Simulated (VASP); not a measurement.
# O2 in VASP: a series of runs

Runs on O2. Level: PBEsol. Tasks: single point, relaxation of the atoms.

Program: VASP 6.6.1. These are calculated values, not measurements. Logs are shortened: lines on timing, memory, paths and dates and some standing lists are left out, and cuts for length are marked.

## (1) The cell of the first run

The cell holds a molecule in a box, 2 atoms: a = 9.000 Å, b = 9.500 Å, c = 10.000 Å, α = 90.00°, β = 90.00°, γ = 90.00°.

## (2) Single point, PBEsol, collinear spin, ferromagnetic start

File INCAR:

```
PREC = Accurate
ENCUT = 520
EDIFF = 1E-7
ISMEAR = 1
SIGMA = 0.02
LREAL = F
LASPH = T
NELM = 150
ALGO = Normal
ISIF = 2
LWAVE = F
LCHARG = T
ISPIN = 2
MAGMOM = 1 1
LORBIT = 11
GGA = PS
LELF = T
LVHAR = T
NBANDS = 17
```

File KPOINTS:

```
Automatic mesh
0
Gamma
  1 1 1
```

File POSCAR:

```
O
1.0
    9.0000000000      0.0000000000      0.0000000000
    0.0000000000      9.5000000000      0.0000000000
    0.0000000000      0.0000000000     10.0000000000
O
2
Direct
    0.5000000000      0.5000000000      0.4396015256
    0.5000000000      0.5000000000      0.5603984744
```

Potentials or basis: VASP PAW PBE potentials, release 64 (O).

Started as:

```
> cat potpaw_PBE.64/O/POTCAR > POTCAR
> mpirun -np 1 vasp_gam > vasp.out
```

OUTCAR:

```text
PREC = Accurate
   ENCUT = 520
   EDIFF = 1E-7
   ISMEAR = 1
   LREAL = F
   LASPH = T
   NELM = 150
   ISIF = 2
   ISPIN = 2
   LORBIT = 11
   GGA = PS

 ion  position               nearest neighbor table
   1  0.500  0.500  0.440-   2 1.21
   2  0.500  0.500  0.560-   1 1.21

  LATTYP: Found a simple orthorhombic cell.
 ALAT       =     9.0000000000
 B/A-ratio  =     1.0555555556
 C/A-ratio  =     1.1111111111

  Lattice vectors:

 A1 = (   9.0000000000,   0.0000000000,   0.0000000000)
 A2 = (   0.0000000000,   9.5000000000,   0.0000000000)
 A3 = (   0.0000000000,   0.0000000000,  10.0000000000)

Analysis of symmetry for initial positions (statically):
=====================================================================
 Subroutine PRICEL returns:
 Original cell was already a primitive cell.

 Routine SETGRP: Setting up the symmetry group for a
 simple orthorhombic supercell.

 Subroutine GETGRP returns: Found  8 space group operations
 (whereof  8 operations were pure point group operations)
 out of a pool of  8 trial point group operations.

The static configuration has the point symmetry D_2h.

Analysis of symmetry for dynamics (positions and initial velocities):
=====================================================================
 Subroutine PRICEL returns:
 Original cell was already a primitive cell.

 Routine SETGRP: Setting up the symmetry group for a
 simple orthorhombic supercell.

 Subroutine GETGRP returns: Found  8 space group operations
 (whereof  8 operations were pure point group operations)
 out of a pool of  8 trial point group operations.

The dynamic configuration has the point symmetry D_2h.

Analysis of structural, dynamic, and magnetic symmetry:
=====================================================================
 Subroutine PRICEL returns:
 Original cell was already a primitive cell.

 Routine SETGRP: Setting up the symmetry group for a
 simple orthorhombic supercell.

 Subroutine GETGRP returns: Found  8 space group operations
 (whereof  8 operations were pure point group operations)
 out of a pool of  8 trial point group operations.

The overall configuration has the point symmetry D_2h.

 Subroutine INISYM returns: Found  8 space group operations
 (whereof  8 operations are pure point group operations),
 and found     1 'primitive' translations

----------------------------------------------------------------------------------------

                                     Primitive cell

  volume of cell :     855.0000

  direct lattice vectors                    reciprocal lattice vectors
     9.000000000  0.000000000  0.000000000     0.111111111  0.000000000  0.000000000
     0.000000000  9.500000000  0.000000000     0.000000000  0.105263158  0.000000000
     0.000000000  0.000000000 10.000000000     0.000000000  0.000000000  0.100000000

  length of vectors
     9.000000000  9.500000000 10.000000000     0.111111111  0.105263158  0.100000000

  position of ions in fractional coordinates (direct lattice)
     0.500000000  0.500000000  0.439601526
     0.500000000  0.500000000  0.560398474

  ion indices of the primitive-cell ions
   primitive index   ion index
                 1           1
                 2           2

----------------------------------------------------------------------------------------

 KPOINTS: Automatic mesh

Automatic generation of k-mesh.
 Grid dimensions read from file:
 generate k-points for:    1    1    1

 Generating k-lattice:

  Cartesian coordinates                     Fractional coordinates (reciprocal lattice)
     0.111111111  0.000000000  0.000000000     1.000000000  0.000000000  0.000000000
     0.000000000  0.105263158  0.000000000     0.000000000  1.000000000  0.000000000
     0.000000000  0.000000000  0.100000000     0.000000000  0.000000000  1.000000000

  Length of vectors
     0.111111111  0.105263158  0.100000000

  Shift w.r.t. Gamma in fractional coordinates (k-lattice)
     0.000000000  0.000000000  0.000000000

 Subroutine IBZKPT returns following result:
 ===========================================

 Found      1 irreducible k-points:

 Following reciprocal coordinates:
            Coordinates               Weight
  0.000000  0.000000  0.000000      1.000000
   k-points           NKPTS =      1   k-points in BZ     NKDIM =      1   number of bands    NBANDS=     17
   number of dos      NEDOS =    301   number of ions     NIONS =      2
   total plane-waves  NPLWV = 403200
   dimension x,y,z NGX =    70 NGY =   72 NGZ =   80
   dimension x,y,z NGXF=   140 NGYF=  144 NGZF=  160
   ions per type =               2
   NGX,Y,Z   is equivalent  to a cutoff of  12.93, 12.60, 13.30 a.u.
   NGXF,Y,Z  is equivalent  to a cutoff of  25.86, 25.20, 26.60 a.u.
 SYSTEM =  unknown system
   PREC   = accura    normal or accurate (medium, high low for compatibility)
   ISTART =      0    job   : 0-new  1-cont  2-samecut
   ICHARG =      2    charge: 1-file 2-atom 10-const
   ISPIN  =      2    spin polarized calculation?
   LNONCOLLINEAR =      F non collinear calculations
   LSORBIT =      F    spin-orbit coupling
   LASPH  =      T    aspherical Exc in radial PAW
   ENCUT  =  520.0 eV  38.22 Ry    6.18 a.u.  16.73 17.66 18.59*2*pi/ulx,y,z
   NELM   =    150;   NELMIN=  2; NELMDL= -5     # of ELM steps
   EDIFF  = 0.1E-06   stopping-criterion for ELM
   LREAL  =      F    real-space projection
   EDIFFG = 0.1E-05   stopping-criterion for IOM
   NSW    =      0    number of steps for IOM
   IBRION =     -1    ionic relax: 0-MD 1-quasi-New 2-CG
   NFREE  =      0    steps in history (QN), initial steepest desc. (CG)
   ISIF   =      2    stress and relaxation
   ISYM   =      2    0-nonsym 1-usesym 2-fastsym
   POTIM  = 0.5000    time-step for ionic-motion
   TEBEG  =    0.0;   TEEND  =   0.0 temperature during run
   PSTRESS=    0.0 pullay stress
   NELECT =      12.0000    total number of electrons
   NUPDOWN=      -1.0000    fix difference up-down
   EMIN   =  10.00;   EMAX   =-10.00  energy-range for DOS
   EFERMI =   0.00;   METHOD = LEGACY
   ISMEAR =     1;   SIGMA  =   0.02  broadening in eV -4-tet -1-fermi 0-gaus
   EFERMI_NEDOS =   21; number of points for ismear=-14 and -15
   IALGO  =     38    algorithm
   IMIX   =      4    mixing-type and parameters
     AMIX     =   0.40;   BMIX     =  1.00
     AMIX_MAG =   1.60;   BMIX_MAG =  1.00
  volume/ion in A,a.u.               =     427.50      2884.91
  Fermi-wavevector in a.u.,A,eV,Ry     =   0.394893  0.746240  2.121703  0.155941
  Thomas-Fermi vector in A             =   1.339966
   LORBIT       =     11    0 simple, 1 ext, 2 COOP (PROOUT), +10 PAW based schemes
   GGA     = PS    functional components
   LHFCALC =     F    Hartree Fock is set to
   AEXX    =    0.0000 exact exchange contribution
   IVDW    =     0    specifies the selected vdW correction
   LEPSILON=     F    determine dielectric tensor
   LRPA    =     F    only Hartree local field effects (RPA)
 spin polarized calculation
 Methfessel and Paxton  Order N= 1 SIGMA  =   0.02
  energy-cutoff  :      520.00
  volume of cell :      855.00
 maximum number of plane-waves:     11510
 NGX is ok and might be reduce to    70
   NGX = 33   NGY = 35   NGZ = 37

 number of electron      12.0000002 magnetization       2.0000000

 Free energy of the ion-electron system (eV)
  ---------------------------------------------------
  ext. energy  EPLUGINS =         0.00000000
  ---------------------------------------------------
  free energy    TOTEN  =       -10.26312798 eV

  energy without entropy =      -10.26312798  energy(sigma->0) =      -10.26312798

 E-fermi :  -6.5072     XC(G=0):  -0.6230

 val. band max:       -6.6075218428   @ k =   0.0000   0.0000   0.0000
 cond. band min:      -4.3438939142   @ k =   0.0000   0.0000   0.0000
 fundamental gap:      2.2636279285
 Fermi energy:        -6.5072450516

 spin component 1

 k-point     1 :       0.0000    0.0000    0.0000
  band No.  band energies     occupation
      1     -32.9082      1.00000
      2     -20.1913      1.00000
      3     -13.3951      1.00000
      4     -13.3951      1.00000
      5     -13.3666      1.00000
      6      -6.6076      1.00000
[... 9 lines left out ...]
     16       2.8035      0.00000
     17       2.8932      0.00000
 Fermi energy:        -6.5072450516

 spin component 2

 k-point     1 :       0.0000    0.0000    0.0000
  band No.  band energies     occupation
      1     -31.6614      1.00000
      2     -18.4112      1.00000
      3     -12.3347      1.00000
      4     -11.5583      1.00000
      5     -11.5583      1.00000
      6      -4.3439      0.00000
[... 9 lines left out ...]
     16       2.9724      0.00000
     17       2.9830      0.00000

------------------------ aborting loop because EDIFF is reached ----------------------------------------

  FORCE on cell =-STRESS in cart. coord.  units (eV):
  Direction    XX          YY          ZZ          XY          YZ          ZX
  --------------------------------------------------------------------------------------
  -------------------------------------------------------------------------------------
  Total       -0.0731582     -0.0728114      1.8002102      0.0000000      0.0000000      0.0000000
  in kB       -0.1370905     -0.1364407      3.3733987      0.0000000      0.0000000      0.0000000
  external PRESSURE =       1.0332892 kB  Pullay stress =       0.0000000 kB

 VOLUME and BASIS-vectors are now :
 -----------------------------------------------------------------------------
  energy-cutoff  :      520.00
  volume of cell :      855.00
      direct lattice vectors                 reciprocal lattice vectors
     9.000000000  0.000000000  0.000000000     0.111111111  0.000000000  0.000000000
     0.000000000  9.500000000  0.000000000     0.000000000  0.105263158  0.000000000
     0.000000000  0.000000000 10.000000000     0.000000000  0.000000000  0.100000000

 POSITION                                       TOTAL-FORCE (eV/Angst)
 -----------------------------------------------------------------------------------
      4.50000      4.75000      4.39602         0.000000      0.000000     -1.557470
      4.50000      4.75000      5.60398         0.000000      0.000000      1.557470
 -----------------------------------------------------------------------------------
    total drift:                                0.000000      0.000000     -0.000000

  FREE ENERGIE OF THE ION-ELECTRON SYSTEM (eV)
  ---------------------------------------------------
  free  energy   TOTEN  =       -10.2631279836 eV

  energy  without entropy=      -10.2631279836  energy(sigma->0) =      -10.26312798

 total charge

# of ion       s       p       d       tot
------------------------------------------
    1        1.609   3.311   0.000   4.920
    2        1.609   3.311   0.000   4.920
--------------------------------------------------
tot          3.218   6.622   0.000   9.840

 magnetization (x)

# of ion       s       p       d       tot
------------------------------------------
    1        0.009   0.797   0.000   0.805
    2        0.009   0.797   0.000   0.805
--------------------------------------------------
tot          0.018   1.593   0.000   1.611
```

It took 1.7 min on 1 thread of Intel Xeon 6975P-C (Granite Rapids), shared host; peak memory 1.1 GiB.

Results:

```yaml
Free_energy: -10.2631 eV
Largest_force: 1.557 eV/Å
Gap_between_the_frontier_levels: 2.26 eV
Net_moment: 2.00 μB per cell
Site_moments: O +0.81 μB
Valence_electrons_inside_the_program's_atomic_spheres: O 4.92
```

Forces on the atoms (eV/Å):
```
O    0.000  0.000 -1.557
O    0.000  0.000  1.557
```

Caveat: the standard files for N, O and F lose accuracy on very short bonds; the PAW data sets were made with another functional, which shifts forces and pressure a little.

## (3) Relaxation of the atoms, PBEsol, collinear spin, ferromagnetic start

File INCAR:

```
PREC = Accurate ; ENCUT = 520
EDIFF = 1E-6 ; ISMEAR = 1
SIGMA = 0.02 ; LREAL = False
LASPH = True ; NELM = 150
ALGO = Normal ; ISIF = 2
LWAVE = False ; LCHARG = False
ISPIN = 2 ; MAGMOM = 1 1
LORBIT = 11 ; GGA = PS
IBRION = 2 ; NSW = 80
EDIFFG = -0.01
```

KPOINTS is that of step 2.

File POSCAR:

```
O
1.0
    9.0000000000      0.0000000000      0.0000000000
    0.0000000000      9.5000000000      0.0000000000
    0.0000000000      0.0000000000     10.0000000000
O
2
Direct
    0.5000000000      0.5000000000      0.4385000000
    0.5000000000      0.5000000000      0.5615000000
```

Potentials or basis: VASP PAW PBE potentials, release 64 (O).

Started as:

```
> cat potpaw_PBE.64/O/POTCAR > POTCAR
> mpirun -np 1 vasp_gam > vasp.out
```

It took 2.9 min on 1 thread of AMD EPYC 7R13 (Zen 3), shared host; peak memory 1 GiB.

The run converged. Its results:

```yaml
Free_energy: -10.2766 eV
Energy_gained_by_relaxing: 0.1 meV/atom
Ionic_steps: 3
Gap_between_the_frontier_levels: 2.26 eV
Net_moment: 2.00 μB per cell
Site_moments: O +0.81 μB
Valence_electrons_inside_the_program's_atomic_spheres: O 4.89
```

The path:
```
step  energy change (eV)  largest force (eV/Å)  pressure (GPa)
   1              0.0000                0.2101           -0.03
   2              0.0117                1.4055            0.09
   3             -0.0003                0.0013           -0.01
```

Final structure:
```
O
1.0
     9.00000    0.00000    0.00000
     0.00000    9.50000    0.00000
     0.00000    0.00000   10.00000
O
2
Direct
  0.50000 0.50000 0.43864
  0.50000 0.50000 0.56136
```

Levels at points of the mesh, in eV from the valence-band top:
Spin up:
```
           k point  band 3  band 4  band 5  band 6  band 7  band 8  band 9  band 10  band 11
(0.00, 0.00, 0.00)   -6.56   -6.46   -6.46    0.00    0.00    6.48    7.66     8.02     8.04
```
Spin down:
```
           k point  band 3  band 4  band 5  band 6  band 7  band 8
(0.00, 0.00, 0.00)   -5.54   -4.62   -4.62    2.26    2.26    6.59
```

Caveat: the standard files for N, O and F lose accuracy on very short bonds; the PAW data sets were made with another functional, which shifts forces and pressure a little.
